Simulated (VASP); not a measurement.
# Pm (Fd-3m) in VASP: single point with PBE

Aim: the single point of Pm with PBE.

Everything below comes from runs of VASP 6.6.1. Logs are shortened: lines on timing, memory, paths and dates and some standing lists are left out, and cuts for length are marked.

## Step 1: The cell of the first run

It takes space group Fd-3m (No. 227, cubic). The conventional cell has a = 5.606 Å, b = 5.606 Å, c = 5.606 Å, α = 90.00°, β = 90.00°, γ = 90.00°. Pm (site symmetry -43m) has 4 Pm at 2.43 Å within 3.2 Å.

## Step 2: Single point, PBE

Contents of INCAR:

```
  ALGO = Normal
  EDIFF = 1E-6
  ENCUT = 520
  GGA = PE
  ISIF = 2
  ISMEAR = -1
  LASPH = T
  LCHARG = T
  LELF = T
  LREAL = F
  LVHAR = T
  LWAVE = F
  NBANDS = 22
  NELM = 60
  PREC = Accurate
  SIGMA = 0.13605693000000002
```

Contents of KPOINTS:

```
k-points
0
Gamma
  8 8 8
```

Contents of POSCAR:

```
Pm
1.0
    0.0000000000      2.8028033149      2.8028033149
    2.8028033149      0.0000000000      2.8028033149
    2.8028033149      2.8028033149      0.0000000000
Pm
2
Direct
    0.0000000000      0.0000000000      0.0000000000
    0.2500000000      0.2500000000      0.2500000000
```

Potentials or basis: VASP PAW PBE potentials, release 64 (Pm).

Command:

```sh
$ cat potpaw_PBE.64/Pm/POTCAR > POTCAR
$ mpirun -np 1 vasp_std > vasp.out
```

OUTCAR:

```text
EDIFF = 1E-6
   ENCUT = 520
   GGA = PE
   ISIF = 2
   ISMEAR = -1
   LASPH = T
   LREAL = F
   NELM = 60
   PREC = Accurate

 ion  position               nearest neighbor table
   1  0.000  0.000  0.000-   2 2.43   2 2.43   2 2.43   2 2.43
   2  0.250  0.250  0.250-   1 2.43   1 2.43   1 2.43   1 2.43

  LATTYP: Found a face centered cubic cell.
 ALAT       =     5.6056066298

  Lattice vectors:

 A1 = (   0.0000000000,   2.8028033149,   2.8028033149)
 A2 = (   2.8028033149,   0.0000000000,   2.8028033149)
 A3 = (   2.8028033149,   2.8028033149,   0.0000000000)

Analysis of symmetry for initial positions (statically):
=====================================================================
 Subroutine PRICEL returns:
 Original cell was already a primitive cell.

 Routine SETGRP: Setting up the symmetry group for a
 face centered cubic supercell.

 Subroutine GETGRP returns: Found 48 space group operations
 (whereof 24 operations were pure point group operations)
 out of a pool of 48 trial point group operations.

The static configuration has the point symmetry T_d .
 The point group associated with its full space group is O_h .

Analysis of symmetry for dynamics (positions and initial velocities):
=====================================================================
 Subroutine PRICEL returns:
 Original cell was already a primitive cell.

 Routine SETGRP: Setting up the symmetry group for a
 face centered cubic supercell.

 Subroutine GETGRP returns: Found 48 space group operations
 (whereof 24 operations were pure point group operations)
 out of a pool of 48 trial point group operations.

The dynamic configuration has the point symmetry T_d .
 The point group associated with its full space group is O_h .

 Subroutine INISYM returns: Found 48 space group operations
 (whereof 24 operations are pure point group operations),
 and found     1 'primitive' translations

----------------------------------------------------------------------------------------

                                     Primitive cell

  volume of cell :      44.0360

  direct lattice vectors                    reciprocal lattice vectors
     0.000000000  2.802803315  2.802803315    -0.178392825  0.178392825  0.178392825
     2.802803315  0.000000000  2.802803315     0.178392825 -0.178392825  0.178392825
     2.802803315  2.802803315  0.000000000     0.178392825  0.178392825 -0.178392825

  length of vectors
     3.963762461  3.963762461  3.963762461     0.308985436  0.308985436  0.308985436

  position of ions in fractional coordinates (direct lattice)
     0.000000000  0.000000000  0.000000000
     0.250000000  0.250000000  0.250000000

  ion indices of the primitive-cell ions
   primitive index   ion index
                 1           1
                 2           2

----------------------------------------------------------------------------------------

 KPOINTS: k-points

Automatic generation of k-mesh.
 Grid dimensions read from file:
 generate k-points for:    8    8    8

 Generating k-lattice:

  Cartesian coordinates                     Fractional coordinates (reciprocal lattice)
    -0.022299103  0.022299103  0.022299103     0.125000000  0.000000000  0.000000000
     0.022299103 -0.022299103  0.022299103     0.000000000  0.125000000  0.000000000
     0.022299103  0.022299103 -0.022299103     0.000000000  0.000000000  0.125000000

  Length of vectors
     0.038623179  0.038623179  0.038623179

  Shift w.r.t. Gamma in fractional coordinates (k-lattice)
     0.000000000  0.000000000  0.000000000

 Subroutine IBZKPT returns following result:
 ===========================================

 Found     29 irreducible k-points:

 Following reciprocal coordinates:
            Coordinates               Weight
  0.000000  0.000000  0.000000      1.000000
  0.125000  0.000000  0.000000      8.000000
  0.250000  0.000000  0.000000      8.000000
  0.375000  0.000000  0.000000      8.000000
  0.500000  0.000000  0.000000      4.000000
  0.125000  0.125000  0.000000      6.000000
[... 16 lines left out ...]
  0.500000  0.250000  0.125000     48.000000
 -0.375000  0.250000  0.125000     24.000000
 [... further k-points ...]
   k-points           NKPTS =     29   k-points in BZ     NKDIM =     29   number of bands    NBANDS=     22
   number of dos      NEDOS =    301   number of ions     NIONS =      2
   total plane-waves  NPLWV =  27000
   dimension x,y,z NGX =    30 NGY =   30 NGZ =   30
   dimension x,y,z NGXF=    60 NGYF=   60 NGZF=   60
   ions per type =               2
   NGX,Y,Z   is equivalent  to a cutoff of  12.58, 12.58, 12.58 a.u.
   NGXF,Y,Z  is equivalent  to a cutoff of  25.16, 25.16, 25.16 a.u.
 SYSTEM =  unknown system
   PREC   = accura    normal or accurate (medium, high low for compatibility)
   ISTART =      0    job   : 0-new  1-cont  2-samecut
   ICHARG =      2    charge: 1-file 2-atom 10-const
   ISPIN  =      1    spin polarized calculation?
   LNONCOLLINEAR =      F non collinear calculations
   LSORBIT =      F    spin-orbit coupling
   LASPH  =      T    aspherical Exc in radial PAW
   ENCUT  =  520.0 eV  38.22 Ry    6.18 a.u.   7.37  7.37  7.37*2*pi/ulx,y,z
   NELM   =     60;   NELMIN=  2; NELMDL= -5     # of ELM steps
   EDIFF  = 0.1E-05   stopping-criterion for ELM
   LREAL  =      F    real-space projection
   EDIFFG = 0.1E-04   stopping-criterion for IOM
   NSW    =      0    number of steps for IOM
   IBRION =     -1    ionic relax: 0-MD 1-quasi-New 2-CG
   NFREE  =      0    steps in history (QN), initial steepest desc. (CG)
   ISIF   =      2    stress and relaxation
   ISYM   =      2    0-nonsym 1-usesym 2-fastsym
   POTIM  = 0.5000    time-step for ionic-motion
   TEBEG  =    0.0;   TEEND  =   0.0 temperature during run
   PSTRESS=    0.0 pullay stress
   NELECT =      30.0000    total number of electrons
   NUPDOWN=      -1.0000    fix difference up-down
   EMIN   =  10.00;   EMAX   =-10.00  energy-range for DOS
   EFERMI =   0.00;   METHOD = LEGACY
   ISMEAR =    -1;   SIGMA  =   0.14  broadening in eV -4-tet -1-fermi 0-gaus
   EFERMI_NEDOS =   21; number of points for ismear=-14 and -15
   IALGO  =     38    algorithm
   IMIX   =      4    mixing-type and parameters
     AMIX     =   0.40;   BMIX     =  1.00
     AMIX_MAG =   1.60;   BMIX_MAG =  1.00
  volume/ion in A,a.u.               =      22.02       148.58
  Fermi-wavevector in a.u.,A,eV,Ry     =   1.440498  2.722146 28.232554  2.075034
  Thomas-Fermi vector in A             =   2.559235
   LORBIT       =      0    0 simple, 1 ext, 2 COOP (PROOUT), +10 PAW based schemes
   GGA     = PE    functional components
   LHFCALC =     F    Hartree Fock is set to
   AEXX    =    0.0000 exact exchange contribution
   IVDW    =     0    specifies the selected vdW correction
   LEPSILON=     F    determine dielectric tensor
   LRPA    =     F    only Hartree local field effects (RPA)
 non-spin polarized calculation
  energy-cutoff  :      520.00
  volume of cell :       44.04
 maximum number of plane-waves:      1243
 NGX is ok and might be reduce to    30
   NGX = 15   NGY = 15   NGZ = 15

 number of electron      30.0000000 magnetization

 Free energy of the ion-electron system (eV)
  ---------------------------------------------------
  ext. energy  EPLUGINS =         0.00000000
  ---------------------------------------------------
  free energy    TOTEN  =       -10.90251756 eV

  energy without entropy =      -10.34070566  energy(sigma->0) =      -10.62161161

 E-fermi :   8.8089     XC(G=0): -11.7653

 val. band max:        8.7886777237   @ k =   0.1250   0.1250   0.0000
 cond. band min:       8.8186022266   @ k =   0.5000   0.3750   0.0000
 fundamental gap:      0.0299245029
 Fermi energy:         8.8088948164

 k-point     1 :       0.0000    0.0000    0.0000
  band No.  band energies     occupation
      1     -30.7439      2.00000
      2     -26.8422      2.00000
      3     -11.5920      2.00000
      4     -11.5920      2.00000
      5     -11.5920      2.00000
      6      -7.9358      2.00000
[... 14 lines left out ...]
     21       9.7725      0.00168
     22       9.9667      0.00040

 k-point     2 :       0.1250    0.0000    0.0000
  band No.  band energies     occupation
      1     -30.6552      2.00000
      2     -26.9872      2.00000
      3     -11.6872      2.00000
      4     -11.6872      2.00000
      5     -11.5925      2.00000
      6      -7.8139      2.00000
[... 14 lines left out ...]
     21       9.7235      0.00240
     22       9.9635      0.00041

 k-point     3 :       0.2500    0.0000    0.0000
  band No.  band energies     occupation
      1     -30.4106      2.00000
      2     -27.3646      2.00000
      3     -11.8925      2.00000
      4     -11.8925      2.00000
      5     -11.6233      2.00000
      6      -7.4614      2.00000
[... 14 lines left out ...]
     21       9.6774      0.00337
     22       9.9526      0.00045

 k-point     4 :       0.3750    0.0000    0.0000
  band No.  band energies     occupation
      1     -30.0949      2.00000
      2     -27.8087      2.00000
      3     -12.0721      2.00000
      4     -12.0721      2.00000
      5     -11.6865      2.00000
      6      -7.1588      2.00000
[... 14 lines left out ...]
     21       9.7971      0.00140
     22       9.9380      0.00050

 k-point     5 :       0.5000    0.0000    0.0000
  band No.  band energies     occupation
      1     -29.9243      2.00000
      2     -28.0314      2.00000
      3     -12.1407      2.00000
      4     -12.1407      2.00000
      5     -11.7196      2.00000
      6      -7.0394      2.00000
[... 14 lines left out ...]
     21       9.8749      0.00079
     22       9.9329      0.00052

 k-point     6 :       0.1250    0.1250    0.0000
  band No.  band energies     occupation
      1     -30.6243      2.00000
      2     -27.0366      2.00000
      3     -11.8091      2.00000
      4     -11.8091      2.00000
      5     -11.3782      2.00000
      6      -8.0787      2.00000
[... 14 lines left out ...]
     21       9.7878      0.00150
     22       9.9732      0.00038

 k-point     7 :       0.2500    0.1250    0.0000
  band No.  band energies     occupation
      1     -30.4265      2.00000
      2     -27.3408      2.00000
      3     -12.0432      2.00000
      4     -12.0205      2.00000
      5     -11.2202      2.00000
      6      -8.0697      2.00000
[... 324 lines left out ...]
      6      -8.7254      2.00000
[... 14 lines left out ...]
     21       9.7190      0.00249
     22       9.7874      0.00150

 k-point    21 :       0.5000    0.5000    0.0000
  band No.  band energies     occupation
      1     -29.0332      2.00000
      2     -29.0332      2.00000
      3     -12.7025      2.00000
      4     -12.7025      2.00000
      5      -9.4851      2.00000
      6      -9.4851      2.00000
[... 14 lines left out ...]
     21       9.8561      0.00091
     22       9.8566      0.00090

 k-point    22 :       0.3750    0.2500    0.1250
  band No.  band energies     occupation
      1     -30.1862      2.00000
      2     -27.6840      2.00000
      3     -12.4034      2.00000
      4     -12.1382      2.00000
      5     -10.9272      2.00000
      6      -8.1538      2.00000
[... 14 lines left out ...]
     21       9.7622      0.00181
     22       9.9230      0.00056

 k-point    23 :       0.5000    0.2500    0.1250
  band No.  band energies     occupation
      1     -29.8626      2.00000
      2     -28.1077      2.00000
      3     -12.6650      2.00000
      4     -12.2971      2.00000
      5     -10.6883      2.00000
      6      -8.0948      2.00000
[... 14 lines left out ...]
     21       9.7203      0.00246
     22       9.8477      0.00097

 k-point    24 :      -0.3750    0.2500    0.1250
  band No.  band energies     occupation
      1     -29.6732      2.00000
      2     -28.3376      2.00000
      3     -12.7578      2.00000
      4     -12.3696      2.00000
      5     -10.6006      2.00000
      6      -8.0409      2.00000
[... 14 lines left out ...]
     21       9.7578      0.00187
     22       9.8761      0.00078

 [... further k-points ...]
[... 5 lines left out ...]
  --------------------------------------------------------------------------------------
  -------------------------------------------------------------------------------------
  Total        0.1592454      0.1592454      0.1592454      0.0000000      0.0000000     -0.0000000
  in kB        5.7938821      5.7938821      5.7938821      0.0000000      0.0000000     -0.0000000
  external PRESSURE =       5.7938821 kB  Pullay stress =       0.0000000 kB

 VOLUME and BASIS-vectors are now :
 -----------------------------------------------------------------------------
  energy-cutoff  :      520.00
  volume of cell :       44.04
      direct lattice vectors                 reciprocal lattice vectors
     0.000000000  2.802803315  2.802803315    -0.178392825  0.178392825  0.178392825
     2.802803315  0.000000000  2.802803315     0.178392825 -0.178392825  0.178392825
     2.802803315  2.802803315  0.000000000     0.178392825  0.178392825 -0.178392825

 POSITION                                       TOTAL-FORCE (eV/Angst)
 -----------------------------------------------------------------------------------
      0.00000      0.00000      0.00000         0.000000      0.000000      0.000000
      1.40140      1.40140      1.40140        -0.000000     -0.000000     -0.000000
 -----------------------------------------------------------------------------------
    total drift:                                0.000000     -0.000000      0.000000

  FREE ENERGIE OF THE ION-ELECTRON SYSTEM (eV)
  ---------------------------------------------------
  free  energy   TOTEN  =       -10.9025175572 eV

  energy  without entropy=      -10.3407056553  energy(sigma->0) =      -10.62161161
```

Wall time 1.8 min (1 thread of Intel Xeon 8259CL, shared host); peak memory 0.19 GiB.

Results:

```yaml
Free_energy: -10.9025 eV
Pressure: 0.6 GPa
Band_gap_on_the_k_mesh: zero (band 15 reaches 8.85 eV, above the bottom of band 16 at 8.61 eV)
```

Levels at points of the mesh, in eV from the Fermi level:
| k point | band 11 | band 12 | band 13 | band 14 | band 15 | band 16 | band 17 | band 18 | band 19 | band 20 |
| --- | --- | --- | --- | --- | --- | --- | --- | --- | --- | --- |
| (0.00, 0.00, 0.00) | -0.38 | -0.24 | -0.24 | -0.24 | -0.20 | -0.20 | -0.20 | 0.25 | 0.96 | 0.96 |
| (0.50, 0.00, 0.00) | -0.96 | -0.80 | -0.56 | -0.56 | -0.20 | 0.26 | 0.66 | 0.66 | 0.82 | 0.82 |
| (0.50, 0.50, 0.00) | -0.82 | -0.82 | -0.41 | -0.41 | -0.06 | -0.06 | 0.26 | 0.26 | 0.67 | 0.67 |

Caveat: spin-orbit coupling is left out, which moves the levels of the heavy elements. Spin polarisation is off, so any magnetic state and its effect on volume and gap are missing.
